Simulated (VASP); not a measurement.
LiF: G0W0 quasiparticle levels with PBE

Crystal: LiF.

```
CELL_PARAMETERS angstrom
0.01884 1.99376 1.99376
1.99376 0.01884 1.99376
1.99376 1.99376 0.01884
ATOMIC_POSITIONS crystal
Li 0.00000 0.00000 0.00000
F 0.50000 0.50000 0.50000
```

```json
{"Program": "VASP 6.6.1", "Task": "G0W0 quasiparticle levels", "Functional": "PBE", "Potentials or basis": "VASP PAW PBE potentials, release 64 (Li_GW, F_GW)", "Cutoff": "500 eV", "k mesh": "6 × 6 × 6", "Occupations": "gaussian, width 0.01 eV", "Spin": "no spin polarisation", "Dipole correction": "no", "GW scheme": "G0W0", "GW iterations": "1", "Cutoff of the response function": "150", "Frequency points": "96", "Empty bands": "65", "Further INCAR settings": "ALGO = EVGW0; EDIFF = 1e-08; NBANDS = 69"}
```

| Quantity | Value |
| --- | --- |
| Quasiparticle gap | 13.78 eV |
| Least direct quasiparticle gap | 13.78 eV |
| Band gap of the starting levels on the mesh | 9.43 eV |
| Least direct gap of the starting levels on the mesh | 9.43 eV |

Wall time 2.8 min on 1 thread of Intel(R) Xeon(R) Platinum 8488C (Sapphire Rapids) (shared host), peak memory 0.33 GiB.

Caveat: the k points lie up to 0.46 Å⁻¹ apart; bands, screening cutoff and mesh are small and nothing is extrapolated, so the quasiparticle values aren't converged.
